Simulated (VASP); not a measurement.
# CsCl3 (Pm-3m) in VASP: a series of runs

Runs on CsCl3. Level: PBE. Tasks: single point, relaxation of cell and atoms.

Program: VASP 6.6.1. These are calculated values, not measurements. Logs are shortened: lines on timing, memory, paths and dates and some standing lists are left out, and cuts for length are marked.

### 1 The cell of the first run

The structure is cubic, space group Pm-3m (No. 221). The conventional cell has a = 4.937 Å, b = 4.937 Å, c = 4.937 Å, α = 90.00°, β = 90.00°, γ = 90.00°. Cs (site symmetry m-3m) has 12 Cl at 3.49 Å within 4.6 Å. Cl (site symmetry 4/mmm) has 4 Cs at 3.49 Å and 8 Cl at 3.49 Å within 4.6 Å.

### 2 Single point, PBE

INCAR reads:

```
PREC = Accurate
ENCUT = 520
EDIFF = 1E-6
ISMEAR = 0
SIGMA = 0.1
LREAL = F
LASPH = T
NELM = 80
ALGO = Normal
ISIF = 2
LWAVE = F
LCHARG = F
GGA = PE
NBANDS = 23
```

KPOINTS reads:

```
regular mesh
0
Gamma
  4 4 4
```

POSCAR reads:

```
CsCl3
1.0
    4.9373688303      0.0000000000      0.0000000000
    0.0000000000      4.9373688303      0.0000000000
    0.0000000000      0.0000000000      4.9373688303
Cs Cl
1 3
Direct
    0.0000000000      0.0000000000      0.0000000000
    0.0000000000      0.5000000000      0.5000000000
    0.5000000000      0.0000000000      0.5000000000
    0.5000000000      0.5000000000      0.0000000000
```

Potentials or basis: VASP PAW PBE potentials, release 64 (Cs_sv, Cl).

Command:

```console
> cat potpaw_PBE.64/Cs_sv/POTCAR potpaw_PBE.64/Cl/POTCAR > POTCAR
> mpirun -np 1 vasp_std > vasp.out
```

OUTCAR:

```text
PREC = Accurate
   ENCUT = 520
   EDIFF = 1E-6
   ISMEAR = 0
   LREAL = F
   LASPH = T
   NELM = 80
   ISIF = 2
   GGA = PE

 ion  position               nearest neighbor table
   1  0.000  0.000  0.000-
   2  0.000  0.500  0.500-
   3  0.500  0.000  0.500-
   4  0.500  0.500  0.000-

  LATTYP: Found a simple cubic cell.
 ALAT       =     4.9373688303

  Lattice vectors:

 A1 = (   4.9373688303,   0.0000000000,   0.0000000000)
 A2 = (   0.0000000000,   4.9373688303,   0.0000000000)
 A3 = (   0.0000000000,   0.0000000000,   4.9373688303)

Analysis of symmetry for initial positions (statically):
=====================================================================
 Subroutine PRICEL returns:
 Original cell was already a primitive cell.

 Routine SETGRP: Setting up the symmetry group for a
 simple cubic supercell.

 Subroutine GETGRP returns: Found 48 space group operations
 (whereof 48 operations were pure point group operations)
 out of a pool of 48 trial point group operations.

The static configuration has the point symmetry O_h .

Analysis of symmetry for dynamics (positions and initial velocities):
=====================================================================
 Subroutine PRICEL returns:
 Original cell was already a primitive cell.

 Routine SETGRP: Setting up the symmetry group for a
 simple cubic supercell.

 Subroutine GETGRP returns: Found 48 space group operations
 (whereof 48 operations were pure point group operations)
 out of a pool of 48 trial point group operations.

The dynamic configuration has the point symmetry O_h .

 Subroutine INISYM returns: Found 48 space group operations
 (whereof 48 operations are pure point group operations),
 and found     1 'primitive' translations

----------------------------------------------------------------------------------------

                                     Primitive cell

  volume of cell :     120.3613

  direct lattice vectors                    reciprocal lattice vectors
[... 68 lines left out ...]
   ISTART =      0    job   : 0-new  1-cont  2-samecut
   ICHARG =      2    charge: 1-file 2-atom 10-const
   ISPIN  =      1    spin polarized calculation?
   LNONCOLLINEAR =      F non collinear calculations
   LSORBIT =      F    spin-orbit coupling
   LASPH  =      T    aspherical Exc in radial PAW
   ENCUT  =  520.0 eV  38.22 Ry    6.18 a.u.   9.18  9.18  9.18*2*pi/ulx,y,z
   NELM   =     80;   NELMIN=  2; NELMDL= -5     # of ELM steps
   EDIFF  = 0.1E-05   stopping-criterion for ELM
   LREAL  =      F    real-space projection
   EDIFFG = 0.1E-04   stopping-criterion for IOM
   NSW    =      0    number of steps for IOM
   IBRION =     -1    ionic relax: 0-MD 1-quasi-New 2-CG
   NFREE  =      0    steps in history (QN), initial steepest desc. (CG)
   ISIF   =      2    stress and relaxation
   ISYM   =      2    0-nonsym 1-usesym 2-fastsym
   POTIM  = 0.5000    time-step for ionic-motion
   TEBEG  =    0.0;   TEEND  =   0.0 temperature during run
   PSTRESS=    0.0 pullay stress
   NELECT =      30.0000    total number of electrons
   NUPDOWN=      -1.0000    fix difference up-down
   EMIN   =  10.00;   EMAX   =-10.00  energy-range for DOS
   EFERMI =   0.00;   METHOD = LEGACY
   ISMEAR =     0;   SIGMA  =   0.10  broadening in eV -4-tet -1-fermi 0-gaus
   EFERMI_NEDOS =   21; number of points for ismear=-14 and -15
   IALGO  =     38    algorithm
   IMIX   =      4    mixing-type and parameters
     AMIX     =   0.40;   BMIX     =  1.00
     AMIX_MAG =   1.60;   BMIX_MAG =  1.00
  volume/ion in A,a.u.               =      30.09       203.06
  Fermi-wavevector in a.u.,A,eV,Ry     =   1.030275  1.946937 14.442120  1.061466
  Thomas-Fermi vector in A             =   2.164364
   LORBIT       =      0    0 simple, 1 ext, 2 COOP (PROOUT), +10 PAW based schemes
   GGA     = PE    functional components
   LHFCALC =     F    Hartree Fock is set to
   AEXX    =    0.0000 exact exchange contribution
   IVDW    =     0    specifies the selected vdW correction
   LEPSILON=     F    determine dielectric tensor
   LRPA    =     F    only Hartree local field effects (RPA)
 non-spin polarized calculation
 Gauss-broadening in eV      SIGMA  =   0.10
  energy-cutoff  :      520.00
  volume of cell :      120.36
 maximum number of plane-waves:      3250
 NGX is ok and might be reduce to    40
   NGX = 19   NGY = 19   NGZ = 19

 number of electron      29.9999990 magnetization

 Free energy of the ion-electron system (eV)
  ---------------------------------------------------
  ext. energy  EPLUGINS =         0.00000000
  ---------------------------------------------------
  free energy    TOTEN  =        -8.46342605 eV

  energy without entropy =       -8.40725314  energy(sigma->0) =       -8.43533960

 E-fermi :  -0.5582     XC(G=0):  -8.4488

 val. band max:       -0.5789625207   @ k =   0.5000   0.2500   0.0000
 cond. band min:      -0.5478025394   @ k =   0.5000   0.5000   0.0000
 fundamental gap:      0.0311599814
 Fermi energy:        -0.5582388159

 k-point     1 :       0.0000    0.0000    0.0000
  band No.  band energies     occupation
      1     -18.9536      2.00000
      2     -13.8646      2.00000
      3     -13.1914      2.00000
      4     -13.1914      2.00000
      5      -5.9454      2.00000
      6      -5.9454      2.00000
[... 249 lines left out ...]
     22       9.6013      0.00000
     23      11.7475      0.00000

------------------------ aborting loop because EDIFF is reached ----------------------------------------

  FORCE on cell =-STRESS in cart. coord.  units (eV):
  Direction    XX          YY          ZZ          XY          YZ          ZX
  --------------------------------------------------------------------------------------
  -------------------------------------------------------------------------------------
  Total        0.4810278      0.4810278      0.4810278      0.0000000     -0.0000000      0.0000000
  in kB        6.4031553      6.4031553      6.4031553      0.0000000     -0.0000000      0.0000000
  external PRESSURE =       6.4031553 kB  Pullay stress =       0.0000000 kB

 VOLUME and BASIS-vectors are now :
 -----------------------------------------------------------------------------
  energy-cutoff  :      520.00
  volume of cell :      120.36
      direct lattice vectors                 reciprocal lattice vectors
     4.937368830  0.000000000  0.000000000     0.202537026  0.000000000  0.000000000
     0.000000000  4.937368830  0.000000000     0.000000000  0.202537026  0.000000000
     0.000000000  0.000000000  4.937368830     0.000000000  0.000000000  0.202537026

 POSITION                                       TOTAL-FORCE (eV/Angst)
 -----------------------------------------------------------------------------------
      0.00000      0.00000      0.00000         0.000000      0.000000      0.000000
      0.00000      2.46868      2.46868         0.000000      0.000000      0.000000
      2.46868      0.00000      2.46868         0.000000      0.000000      0.000000
      2.46868      2.46868      0.00000         0.000000      0.000000      0.000000
 -----------------------------------------------------------------------------------
    total drift:                                0.000000      0.000000     -0.000000

  FREE ENERGIE OF THE ION-ELECTRON SYSTEM (eV)
  ---------------------------------------------------
  free  energy   TOTEN  =        -8.4634260542 eV

  energy  without entropy=       -8.4072531441  energy(sigma->0) =       -8.43533960
```

OSZICAR:

```text
N       E                     dE             d eps       ncg     rms          rms(c)
DAV:   1     0.195478777205E+03    0.19548E+03   -0.13054E+04   460   0.113E+03
DAV:   2     0.624020401304E+01   -0.18924E+03   -0.18291E+03   671   0.202E+02
DAV:   3    -0.835268773329E+01   -0.14593E+02   -0.14435E+02   593   0.633E+01
DAV:   4    -0.854386848410E+01   -0.19118E+00   -0.19102E+00   537   0.868E+00
DAV:   5    -0.854725102743E+01   -0.33825E-02   -0.33822E-02   579   0.118E+00    0.307E+00
DAV:   6    -0.846081500930E+01    0.86436E-01   -0.14569E-01   565   0.150E+00    0.146E+00
DAV:   7    -0.845960039729E+01    0.12146E-02   -0.38573E-02   590   0.896E-01    0.631E-01
DAV:   8    -0.846317389064E+01   -0.35735E-02   -0.47043E-03   516   0.383E-01    0.625E-02
DAV:   9    -0.846331923312E+01   -0.14534E-03   -0.30061E-04   572   0.811E-02    0.348E-02
DAV:  10    -0.846342301934E+01   -0.10379E-03   -0.11961E-04   530   0.648E-02    0.101E-02
DAV:  11    -0.846342591143E+01   -0.28921E-05   -0.41303E-06   557   0.120E-02    0.547E-03
DAV:  12    -0.846342605418E+01   -0.14275E-06   -0.18986E-06   427   0.706E-03
   1 F= -.84634261E+01 E0= -.84353396E+01  d E =-.561729E-01
```

stdout:

```text
POSCAR found type information on POSCAR CsCl
 POSCAR found :  2 types and       4 ions
 scaLAPACK will be used
 LDA part: xc-table for (Slater+PW92), standard interpolation
 POSCAR, INCAR and KPOINTS ok, starting setup
 FFT: planning ... GRIDC
 FFT: planning ... GRID_SOFT
 FFT: planning ... GRID
 WAVECAR not read
 entering main loop
```

Wall time 12 s (1 thread of Intel Xeon 6975P-C (Granite Rapids), shared host); peak memory 0.23 GiB.

Results:

```yaml
Free_energy: -8.4634 eV
Pressure: 0.6 GPa
Band_gap_on_the_k_mesh: zero (bands 15 and 16 overlap by 0.35 eV)
```

Caveat: spin-orbit coupling is left out, which moves the levels of the heavy elements.

### 3 Single point, PBE

This run uses another cell than the first one, of 31.39 Å³/atom.

INCAR reads:

```
ALGO = Normal ; EDIFF = 1E-7
ENCUT = 520 ; GGA = PE
ISIF = 2 ; ISMEAR = 0
LASPH = T ; LCHARG = F
LREAL = F ; LWAVE = F
NBANDS = 23 ; NELM = 80
PREC = Accurate ; SIGMA = 0.1
```

KPOINTS reads:

```
k-points
0
Gamma
  10 10 10
```

POSCAR reads:

```
CsCl3
1.0
    5.0074872552      0.0000000000      0.0000000000
    0.0000000000      5.0074872552      0.0000000000
    0.0000000000      0.0000000000      5.0074872552
Cs Cl
1 3
Direct
    0.0000000000      0.0000000000      0.0000000000
    0.0000000000      0.5000000000      0.5000000000
    0.5000000000      0.0000000000      0.5000000000
    0.5000000000      0.5000000000      0.0000000000
```

Potentials or basis: VASP PAW PBE potentials, release 64 (Cs_sv, Cl).

Command:

```console
> cat potpaw_PBE.64/Cs_sv/POTCAR potpaw_PBE.64/Cl/POTCAR > POTCAR
> mpirun -np 1 vasp_std > vasp.out
```

OUTCAR:

```text
EDIFF = 1E-7
   ENCUT = 520
   GGA = PE
   ISIF = 2
   ISMEAR = 0
   LASPH = T
   LREAL = F
   NELM = 80
   PREC = Accurate

 ion  position               nearest neighbor table
   1  0.000  0.000  0.000-
   2  0.000  0.500  0.500-
   3  0.500  0.000  0.500-
   4  0.500  0.500  0.000-

  LATTYP: Found a simple cubic cell.
[... 821 lines left out ...]

  FORCE on cell =-STRESS in cart. coord.  units (eV):
  Direction    XX          YY          ZZ          XY          YZ          ZX
  --------------------------------------------------------------------------------------
  -------------------------------------------------------------------------------------
  Total        0.0212921      0.0212921      0.0212921      0.0000000      0.0000000     -0.0000000
  in kB        0.2716869      0.2716869      0.2716869      0.0000000      0.0000000     -0.0000000
  external PRESSURE =       0.2716869 kB  Pullay stress =       0.0000000 kB

 VOLUME and BASIS-vectors are now :
 -----------------------------------------------------------------------------
  energy-cutoff  :      520.00
  volume of cell :      125.56
      direct lattice vectors                 reciprocal lattice vectors
     5.007487255  0.000000000  0.000000000     0.199700958  0.000000000  0.000000000
     0.000000000  5.007487255  0.000000000     0.000000000  0.199700958  0.000000000
     0.000000000  0.000000000  5.007487255     0.000000000  0.000000000  0.199700958

 POSITION                                       TOTAL-FORCE (eV/Angst)
 -----------------------------------------------------------------------------------
      0.00000      0.00000      0.00000         0.000000      0.000000      0.000000
      0.00000      2.50374      2.50374         0.000000      0.000000      0.000000
      2.50374      0.00000      2.50374         0.000000      0.000000      0.000000
      2.50374      2.50374      0.00000         0.000000      0.000000      0.000000
 -----------------------------------------------------------------------------------
    total drift:                                0.000000      0.000000     -0.000000

  FREE ENERGIE OF THE ION-ELECTRON SYSTEM (eV)
  ---------------------------------------------------
  free  energy   TOTEN  =        -8.4670236719 eV

  energy  without entropy=       -8.3980179433  energy(sigma->0) =       -8.43252081
```

OSZICAR:

```text
N       E                     dE             d eps       ncg     rms          rms(c)
DAV:   1     0.194836919047E+03    0.19484E+03   -0.13127E+04  2576   0.113E+03
DAV:   2     0.655934463475E+01   -0.18828E+03   -0.18218E+03  3676   0.201E+02
DAV:   3    -0.836027138293E+01   -0.14920E+02   -0.14793E+02  3297   0.630E+01
DAV:   4    -0.855724835908E+01   -0.19698E+00   -0.19683E+00  3101   0.881E+00
DAV:   5    -0.856065368126E+01   -0.34053E-02   -0.34051E-02  3206   0.118E+00    0.297E+00
DAV:   6    -0.846497221921E+01    0.95681E-01   -0.18665E-01  3206   0.156E+00    0.136E+00
DAV:   7    -0.846319709673E+01    0.17751E-02   -0.55326E-02  3217   0.957E-01    0.600E-01
DAV:   8    -0.846778593267E+01   -0.45888E-02   -0.14732E-02  3031   0.499E-01    0.262E-01
DAV:   9    -0.846702463069E+01    0.76130E-03   -0.66668E-03  3038   0.239E-01    0.998E-02
DAV:  10    -0.846697360222E+01    0.51028E-04   -0.36688E-04  2933   0.758E-02    0.291E-02
DAV:  11    -0.846702287280E+01   -0.49271E-04   -0.75098E-05  3010   0.505E-02    0.832E-03
DAV:  12    -0.846702394776E+01   -0.10750E-05   -0.10065E-05  3171   0.110E-02    0.860E-03
DAV:  13    -0.846702367871E+01    0.26905E-06   -0.23349E-06  2996   0.611E-03    0.200E-03
DAV:  14    -0.846702367188E+01    0.68358E-08   -0.13259E-07  2219   0.164E-03
   1 F= -.84670237E+01 E0= -.84325208E+01  d E =-.690057E-01
```

It took 80 s on 1 thread of Intel Xeon 6975P-C (Granite Rapids), shared host; peak memory 0.31 GiB.

Results:

```yaml
Free_energy: -8.4670 eV
Pressure: 0.0 GPa
Band_gap_on_the_k_mesh: zero (bands 15 and 16 overlap by 0.31 eV)
```

Levels at points of the mesh, in eV from the Fermi level:
| k point | band 12 | band 13 | band 14 | band 15 | band 16 | band 17 | band 18 | band 19 |
| --- | --- | --- | --- | --- | --- | --- | --- | --- |
| (0.00, 0.00, 0.00) | -0.62 | -0.62 | 0.17 | 0.17 | 0.17 | 6.63 | 6.63 | 6.83 |
| (0.50, 0.00, 0.00) | -0.87 | -0.70 | -0.70 | -0.14 | -0.14 | 8.08 | 8.09 | 8.67 |
| (0.50, 0.50, 0.00) | -0.83 | -0.64 | -0.64 | 0.02 | 0.08 | 8.74 | 8.97 | 10.00 |
| (0.50, 0.50, 0.50) | 0.04 | 0.04 | 0.04 | 0.09 | 0.09 | 7.85 | 7.85 | 7.85 |

Caveat: spin-orbit coupling is left out, which moves the levels of the heavy elements.

[end of part 1 of 2]
